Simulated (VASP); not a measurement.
# Pb (Fm-3m) in VASP: a series of runs

The runs below take Pb through relaxation of cell and atoms, single point, with LDA.

Program: VASP 6.6.1. These are calculated values, not measurements. Logs are shortened: lines on timing, memory, paths and dates and some standing lists are left out, and cuts for length are marked.

## 1. The cell of the first run

Symmetry: Fm-3m, No. 225, cubic system. Conventional cell: a = 4.950 Å, b = 4.950 Å, c = 4.950 Å, α = 90.00°, β = 90.00°, γ = 90.00°. Within 4.6 Å of Pb (site symmetry m-3m) lie 12 Pb at 3.50 Å.

## 2. Relaxation of cell and atoms, LDA

Contents of INCAR:

```
  ALGO = Fast
  EDIFF = 1E-6
  EDIFFG = -0.002
  ENCUT = 600
  IBRION = 2
  ISIF = 3
  ISMEAR = 0
  LASPH = True
  LCHARG = False
  LREAL = False
  LWAVE = False
  NELM = 100
  NSW = 100
  PREC = Accurate
  SIGMA = 0.1
```

Contents of KPOINTS:

```
k-points
0
Gamma
  14 14 14
```

Contents of POSCAR:

```
Pb
1.0
    0.0000000000      2.4750200000      2.4750200000
    2.4750200000      0.0000000000      2.4750200000
    2.4750200000      2.4750200000      0.0000000000
Pb
1
Direct
    0.0000000000      0.0000000000      0.0000000000
```

Potentials or basis: VASP PAW LDA potentials, release 64 (Pb_d).

The run is started by

```
> cat potpaw_LDA.64/Pb_d/POTCAR > POTCAR
> mpirun -np 1 vasp_std > vasp.out
```

OUTCAR:

```text
EDIFF = 1E-6
   EDIFFG = -0.002
   ENCUT = 600
   IBRION = 2
   ISIF = 3
   ISMEAR = 0
   LASPH = True
   LREAL = False
   NELM = 100
   NSW = 100
   PREC = Accurate

 ion  position               nearest neighbor table
   1  0.000  0.000  0.000-

  LATTYP: Found a face centered cubic cell.
 ALAT       =     4.9500400000

  Lattice vectors:

 A1 = (   0.0000000000,   2.4750200000,   2.4750200000)
 A2 = (   2.4750200000,   0.0000000000,   2.4750200000)
 A3 = (   2.4750200000,   2.4750200000,   0.0000000000)

Analysis of symmetry for initial positions (statically):
=====================================================================
 Subroutine PRICEL returns:
 Original cell was already a primitive cell.

 Routine SETGRP: Setting up the symmetry group for a
 face centered cubic supercell.

 Subroutine GETGRP returns: Found 48 space group operations
[... 9 lines left out ...]

 Routine SETGRP: Setting up the symmetry group for a
 face centered cubic supercell.

 Subroutine GETGRP returns: Found 48 space group operations
[... 11 lines left out ...]
                                     Primitive cell

  volume of cell :      30.3226

  direct lattice vectors                    reciprocal lattice vectors
     0.000000000  2.475020000  2.475020000    -0.202018570  0.202018570  0.202018570
     2.475020000  0.000000000  2.475020000     0.202018570 -0.202018570  0.202018570
     2.475020000  2.475020000  0.000000000     0.202018570  0.202018570 -0.202018570

  length of vectors
     3.500206851  3.500206851  3.500206851     0.349906427  0.349906427  0.349906427

  position of ions in fractional coordinates (direct lattice)
     0.000000000  0.000000000  0.000000000

  ion indices of the primitive-cell ions
   primitive index   ion index
                 1           1

----------------------------------------------------------------------------------------

 KPOINTS: k-points

Automatic generation of k-mesh.
 Grid dimensions read from file:
 generate k-points for:   14   14   14

 Generating k-lattice:

  Cartesian coordinates                     Fractional coordinates (reciprocal lattice)
    -0.014429898  0.014429898  0.014429898     0.071428571  0.000000000  0.000000000
     0.014429898 -0.014429898  0.014429898     0.000000000  0.071428571  0.000000000
     0.014429898  0.014429898 -0.014429898     0.000000000  0.000000000  0.071428571

  Length of vectors
     0.024993316  0.024993316  0.024993316

  Shift w.r.t. Gamma in fractional coordinates (k-lattice)
     0.000000000  0.000000000  0.000000000

 Subroutine IBZKPT returns following result:
 ===========================================

 Found    104 irreducible k-points:

 Following reciprocal coordinates:
            Coordinates               Weight
  0.000000  0.000000  0.000000      1.000000
  0.071429  0.000000  0.000000      8.000000
  0.142857  0.000000  0.000000      8.000000
  0.214286  0.000000  0.000000      8.000000
  0.285714  0.000000  0.000000      8.000000
  0.357143  0.000000  0.000000      8.000000
[... 16 lines left out ...]
  0.214286  0.142857  0.000000     24.000000
  0.285714  0.142857  0.000000     24.000000
 [... further k-points ...]
   k-points           NKPTS =    104   k-points in BZ     NKDIM =    104   number of bands    NBANDS=     11
   number of dos      NEDOS =    301   number of ions     NIONS =      1
   total plane-waves  NPLWV =  21952
   dimension x,y,z NGX =    28 NGY =   28 NGZ =   28
   dimension x,y,z NGXF=    56 NGYF=   56 NGZF=   56
   ions per type =               1
   NGX,Y,Z   is equivalent  to a cutoff of  13.30, 13.30, 13.30 a.u.
   NGXF,Y,Z  is equivalent  to a cutoff of  26.60, 26.60, 26.60 a.u.
 SYSTEM =  unknown system
   PREC   = accura    normal or accurate (medium, high low for compatibility)
   ISTART =      0    job   : 0-new  1-cont  2-samecut
   ICHARG =      2    charge: 1-file 2-atom 10-const
   ISPIN  =      1    spin polarized calculation?
   LNONCOLLINEAR =      F non collinear calculations
   LSORBIT =      F    spin-orbit coupling
   LASPH  =      T    aspherical Exc in radial PAW
   ENCUT  =  600.0 eV  44.10 Ry    6.64 a.u.   6.99  6.99  6.99*2*pi/ulx,y,z
   NELM   =    100;   NELMIN=  2; NELMDL= -5     # of ELM steps
   EDIFF  = 0.1E-05   stopping-criterion for ELM
   LREAL  =      F    real-space projection
   EDIFFG = -.2E-02   stopping-criterion for IOM
   NSW    =    100    number of steps for IOM
   IBRION =      2    ionic relax: 0-MD 1-quasi-New 2-CG
   NFREE  =      1    steps in history (QN), initial steepest desc. (CG)
   ISIF   =      3    stress and relaxation
   ISYM   =      2    0-nonsym 1-usesym 2-fastsym
   POTIM  = 0.5000    time-step for ionic-motion
   TEBEG  =    0.0;   TEEND  =   0.0 temperature during run
   PSTRESS=    0.0 pullay stress
   NELECT =      14.0000    total number of electrons
   NUPDOWN=      -1.0000    fix difference up-down
   EMIN   =  10.00;   EMAX   =-10.00  energy-range for DOS
   EFERMI =   0.00;   METHOD = LEGACY
   ISMEAR =     0;   SIGMA  =   0.10  broadening in eV -4-tet -1-fermi 0-gaus
   EFERMI_NEDOS =   21; number of points for ismear=-14 and -15
   IALGO  =     68    algorithm
   IMIX   =      4    mixing-type and parameters
     AMIX     =   0.40;   BMIX     =  1.00
     AMIX_MAG =   1.60;   BMIX_MAG =  1.00
  volume/ion in A,a.u.               =      30.32       204.63
  Fermi-wavevector in a.u.,A,eV,Ry     =   1.265306  2.391081 21.782907  1.600999
  Thomas-Fermi vector in A             =   2.398566
   LORBIT       =      0    0 simple, 1 ext, 2 COOP (PROOUT), +10 PAW based schemes
   GGA     = CA    functional components
   LHFCALC =     F    Hartree Fock is set to
   AEXX    =    0.0000 exact exchange contribution
   IVDW    =     0    specifies the selected vdW correction
   LEPSILON=     F    determine dielectric tensor
   LRPA    =     F    only Hartree local field effects (RPA)
 conjugate gradient relaxation of ions
 non-spin polarized calculation
 RMM-DIIS sequential band-by-band and
 Gauss-broadening in eV      SIGMA  =   0.10
  energy-cutoff  :      600.00
  volume of cell :       30.32
 maximum number of plane-waves:      1026
   NGX = 13   NGY = 13   NGZ = 13

--------------------------------------- Ionic step        1  -------------------------------------------

 number of electron      13.9999999 magnetization

 Free energy of the ion-electron system (eV)
  ---------------------------------------------------
  ext. energy  EPLUGINS =         0.00000000
  ---------------------------------------------------
  free energy    TOTEN  =        -4.25097996 eV

  energy without entropy =       -4.24878670  energy(sigma->0) =       -4.24988333

------------------------ aborting loop because EDIFF is reached ----------------------------------------

  FORCE on cell =-STRESS in cart. coord.  units (eV):
  Direction    XX          YY          ZZ          XY          YZ          ZX
  --------------------------------------------------------------------------------------
  -------------------------------------------------------------------------------------
  Total       -0.3459729     -0.3459729     -0.3459729      0.0000000     -0.0000000      0.0000000
  in kB      -18.2804353    -18.2804353    -18.2804353      0.0000000     -0.0000000      0.0000000
  external PRESSURE =     -18.2804353 kB  Pullay stress =       0.0000000 kB
[... 86 lines left out ...]
  FREE ENERGIE OF THE ION-ELECTRON SYSTEM (eV)
  ---------------------------------------------------
  free  energy   TOTEN  =        -4.2581342315 eV

  energy  without entropy=       -4.2561269307  energy(sigma->0) =       -4.25713058

[... ionic steps 4 to 7 ...]

--------------------------------------- Ionic step        8  -------------------------------------------

 number of electron      13.9999999 magnetization

------------------------ aborting loop because EDIFF is reached ----------------------------------------

  FORCE on cell =-STRESS in cart. coord.  units (eV):
  Direction    XX          YY          ZZ          XY          YZ          ZX
  --------------------------------------------------------------------------------------
  -------------------------------------------------------------------------------------
  Total       -0.0294713     -0.0294713     -0.0294713     -0.0000000     -0.0000000     -0.0000000
  in kB       -1.6147545     -1.6147545     -1.6147545     -0.0000000     -0.0000000     -0.0000000
  external PRESSURE =      -1.6147545 kB  Pullay stress =       0.0000000 kB
[... 55 lines left out ...]
  energy  without entropy=       -4.2559832581  energy(sigma->0) =       -4.25698737

--------------------------------------- Ionic step       10  -------------------------------------------

 number of electron      13.9999999 magnetization

 Free energy of the ion-electron system (eV)
  ---------------------------------------------------
  ext. energy  EPLUGINS =         0.00000000
  ---------------------------------------------------
  free energy    TOTEN  =        -4.25799057 eV

  energy without entropy =       -4.25598325  energy(sigma->0) =       -4.25698691

 E-fermi :   7.5102     XC(G=0): -10.6444

 val. band max:        7.4903243985   @ k =  -0.2857   0.2857   0.0714
 cond. band min:       7.5537740336   @ k =   0.3571   0.2143   0.0000
 fundamental gap:      0.0634496351
 Fermi energy:         7.5102484929

 k-point     1 :       0.0000    0.0000    0.0000
  band No.  band energies     occupation
      1      -9.5795      2.00000
      2      -9.5795      2.00000
      3      -9.5795      2.00000
      4      -9.4185      2.00000
      5      -9.4185      2.00000
      6      -4.5795      2.00000
      7      15.1227      0.00000
      8      15.1227      0.00000
      9      15.1227      0.00000
     10      17.3070      0.00000
     11      19.4333      0.00000
[... 309 lines left out ...]
 k-point    24 :       0.2857    0.1429    0.0000
  band No.  band energies     occupation
      1      -9.6275      2.00000
      2      -9.5138      2.00000
      3      -9.4816      2.00000
      4      -9.4350      2.00000
      5      -9.3404      2.00000
      6      -3.0827      2.00000
      7       8.7908      0.00000
      8      12.3171      0.00000
      9      12.6316      0.00000
     10      16.0576      0.00000
     11      17.7112      0.00000

 [... further k-points ...]
[... 5 lines left out ...]
  --------------------------------------------------------------------------------------
  -------------------------------------------------------------------------------------
  Total        0.0016702      0.0016702      0.0016702     -0.0000000     -0.0000000      0.0000000
  in kB        0.0917910      0.0917910      0.0917910     -0.0000000     -0.0000000      0.0000000
  external PRESSURE =       0.0917910 kB  Pullay stress =       0.0000000 kB
[... 16 lines left out ...]
  FREE ENERGIE OF THE ION-ELECTRON SYSTEM (eV)
  ---------------------------------------------------
  free  energy   TOTEN  =        -4.2579905744 eV

  energy  without entropy=       -4.2559832493  energy(sigma->0) =       -4.25698691

 reached required accuracy - stopping structural energy minimisation
```

Wall time 4.3 min (1 thread of Intel Xeon Platinum 8259CL at 2.50GHz (Skylake/Cascade Lake), shared host); peak memory 0.18 GiB.

What came out:

```
Free energy                            : -4.2580 eV
Relaxed volume                         : 29.15 Å³/atom
Relaxed cell                           : a = 3.455 Å, b = 3.455 Å, c = 3.455 Å, α = 60.00°, β = 60.00°, γ = 60.00°
Space group after relaxing (to 0.05 Å) : Fm-3m (No. 225)
Energy gained by relaxing              : 7.0 meV/atom
Ionic steps                            : 10
Pressure after relaxing                : 0.0 GPa
Band gap on the k mesh                 : zero (band 7 reaches 15.12 eV, above the bottom of band 8 at 5.83 eV)
```

Step by step:
```
step  energy change (eV)  largest force (eV/Å)  pressure (GPa)  volume (Å³)
   1              0.0000                0.0000           -1.83        30.32
   2             -0.0064                0.0000            0.64        28.83
   3             -0.0072                0.0000           -1.49        29.16
   4             -0.0067                0.0000            0.42        28.93
   5             -0.0070                0.0000           -0.92        29.08
   6             -0.0068                0.0000            0.34        28.97
   7             -0.0069                0.0000            0.29        29.02
   8             -0.0070                0.0000           -0.16        29.24
   9             -0.0070                0.0000           -0.02        29.16
  10             -0.0070                0.0000            0.01        29.15
```

Final structure:
```xyz
1
Lattice="0.0000 2.4428 2.4428 2.4428 0.0000 2.4428 2.4428 2.4428 0.0000" Properties=species:S:1:pos:R:3 pbc="T T T"
Pb    0.0000    0.0000    0.0000
```

Levels at points of the mesh, in eV from the Fermi level:
```
           k point  band 3  band 4  band 5  band 6  band 7  band 8  band 9  band 10  band 11
(0.00, 0.00, 0.00)  -17.09  -16.93  -16.93  -12.09    7.61    7.61    7.61     9.80    11.92
(0.50, 0.00, 0.00)  -17.08  -16.78  -16.78   -8.24   -4.45    5.69    5.69     9.28     9.86
(0.50, 0.50, 0.00)  -16.79  -16.74  -16.74   -6.74   -3.48    2.01    2.01     5.54     6.80
```

Caveat: spin-orbit coupling is left out, which moves the levels of the heavy elements. LDA usually gives volumes a few per cent too small.

## 3. Single point, LDA

This run uses another cell than the first one, of 29.08 Å³/atom, 0.959 times its volume.

Contents of INCAR:

```
PREC = Accurate
ENCUT = 520
EDIFF = 1E-6
ISMEAR = 0
SIGMA = 0.1
LREAL = F
LASPH = T
NELM = 80
ALGO = Fast
ISIF = 2
LWAVE = F
LCHARG = F
GGA = CA
NBANDS = 13
```

Contents of KPOINTS:

```
Automatic mesh
0
Gamma
  14 14 14
```

Contents of POSCAR:

```
Pb
1.0
    0.0000000000      2.4408429320      2.4408429320
    2.4408429320      0.0000000000      2.4408429320
    2.4408429320      2.4408429320      0.0000000000
Pb
1
Direct
    0.0000000000      0.0000000000      0.0000000000
```

Potentials or basis: VASP PAW LDA potentials, release 64 (Pb_d).

The run is started by

```
> cat potpaw_LDA.64/Pb_d/POTCAR > POTCAR
> mpirun -np 1 vasp_std > vasp.out
```

Run time: 92 s. Hardware: 1 thread of AMD EPYC, shared host; peak memory 0.13 GiB.

It converged, with:

```
Free energy            : -4.2578 eV
Pressure               : 0.1 GPa
Band gap on the k mesh : zero (band 7 reaches 15.17 eV, above the bottom of band 8 at 5.85 eV)
```

Levels at points of the mesh, in eV from the Fermi level:
| k point | band 5 | band 6 | band 7 | band 8 | band 9 | band 10 |
| --- | --- | --- | --- | --- | --- | --- |
| (0.00, 0.00, 0.00) | -16.93 | -12.11 | 7.63 | 7.63 | 7.63 | 9.80 |
| (0.50, 0.00, 0.00) | -16.78 | -8.24 | -4.46 | 5.70 | 5.70 | 9.28 |
| (0.50, 0.50, 0.00) | -16.74 | -6.73 | -3.49 | 2.01 | 2.01 | 5.54 |

Caveat: spin-orbit coupling is left out, which moves the levels of the heavy elements.
